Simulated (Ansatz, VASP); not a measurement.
## HgTe in VASP and in Ansatz

INCAR

```
ALGO = Normal
EDIFF = 1E-7
ENCUT = 520
GGA = PE
ISIF = 2
ISMEAR = -1
LASPH = True
LCHARG = False
LREAL = False
LWAVE = False
NBANDS = 16
NELM = 100
PREC = Accurate
SIGMA = 0.08
```

File KPOINTS:

```
k-points
0
Gamma
  10 10 10
```

File POSCAR:

```
HgTe
1.0
    0.0000000000      3.0091450000      2.9215000000
    3.0091450000      0.0000000000      2.9215000000
    3.0091450000      3.0091450000      0.0000000000
Hg Te
1 1
Direct
    0.0000000000      0.0000000000      0.0000000000
    0.5000000000      0.5000000000      0.5000000000
```

Input for Ansatz:

```yaml
crystal:
  lattice:
    - [0.0, 3.009145, 2.9215]
    - [3.009145, 0.0, 2.9215]
    - [3.009145, 3.009145, 0.0]
  atoms:
    - { symbol: Hg, position: [0.0, 0.0, 0.0] }
    - { symbol: Te, position: [0.5, 0.5, 0.5] }
kpoints:
  mp_grid: { grid: [10, 10, 10] }
  band_path:
    path:
      - [0.0, 0.0, 0.0]
      - [0.0, 0.5, 0.5]
      - [0.25, 0.75, 0.5]
      - [0.0, 0.5, 0.0]
      - [0.0, 0.0, 0.0]
      - [0.5, 0.5, 0.0]
      - [0.3826125, 0.6173875, 0.0]
      - [-0.3826125, 0.3826125, 0.0]
      - [0.0, 0.0, 0.0]
    npoints: 5
scf:
  occupations: { method: fermi_dirac, width: 0.08 }
hamiltonian:
  xc: pbe
  pseudopotentials: { kind: all_electron, lapw: { basis_error: 0.001 } }
output:
  forces: true
  stress: true
  eigenvalues: true
```

Change from the starting cell: equal xx and yy strain of +3 %.

Alike in both runs: task single point; functional PBE; k mesh 10 × 10 × 10; occupations fermi-dirac, width 0.08 eV; no spin polarisation.

```csv
,VASP,Ansatz
version,VASP 6.6.1,Ansatz 0.2.0
potentials or method,"VASP PAW PBE potentials, release 64 (Hg, Te), cutoff 520 eV","all-electron LAPW, scalar-relativistic"
```

```tsv
	VASP	Ansatz	Ansatz less VASP
pressure (GPa)	5.6	5.5	-0.17
traceless stress, the component that is largest in VASP (GPa)	2.12	2.07	-0.047
```

Ansatz ran all-electron here, and VASP with PAW potentials.

Spin-orbit coupling is off throughout.
